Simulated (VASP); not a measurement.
Ba: single point with RPBE

The system is Ba.

```
Ba
1.0
     7.59647    0.00000    0.00000
    -3.79823    6.57873    0.00000
     0.00000    0.00000    4.51306
Ba
3
Direct
  0.00000 0.00000 0.00000
  0.33333 0.66667 0.50000
  0.66667 0.33333 0.50000
```

This isn't the form of Ba at room conditions, which is bcc.

* Program: VASP 6.6.1
* Task: single point
* Functional: RPBE
* Potentials or basis: VASP PAW PBE potentials, release 64 (Ba_sv)
* Cutoff: 520 eV
* k mesh: 6 × 6 × 8
* Occupations: fermi-dirac, width 0.1 eV
* Spin: no spin polarisation

| Item | Value |
| --- | --- |
| Pressure | -0.5 GPa |
| Band gap on the k mesh | zero (bands 15 and 16 overlap by 0.51 eV) |

Levels at points of the mesh, in eV from the Fermi level:
| k point | band 13 | band 14 | band 15 | band 16 | band 17 | band 18 |
| --- | --- | --- | --- | --- | --- | --- |
| (0.00, 0.00, 0.00) | -2.64 | -0.22 | 0.31 | 0.31 | 0.35 | 0.35 |
| (0.50, 0.00, 0.00) | -1.56 | -1.52 | -0.81 | 0.63 | 0.73 | 0.74 |
| (0.00, 0.00, 0.50) | -0.80 | -0.35 | -0.20 | -0.20 | 0.00 | 0.00 |
| (0.50, 0.00, 0.50) | -0.59 | -0.57 | -0.09 | 0.24 | 0.30 | 0.45 |

Run time: 74 s on 1 thread of AMD EPYC 9R45 96-Core Processor (Zen 5) (shared host), peak memory 0.34 GiB.

Caveat: the PAW data sets were made with another functional, which shifts forces and pressure a little; spin-orbit coupling is left out, which moves the levels of the heavy elements.
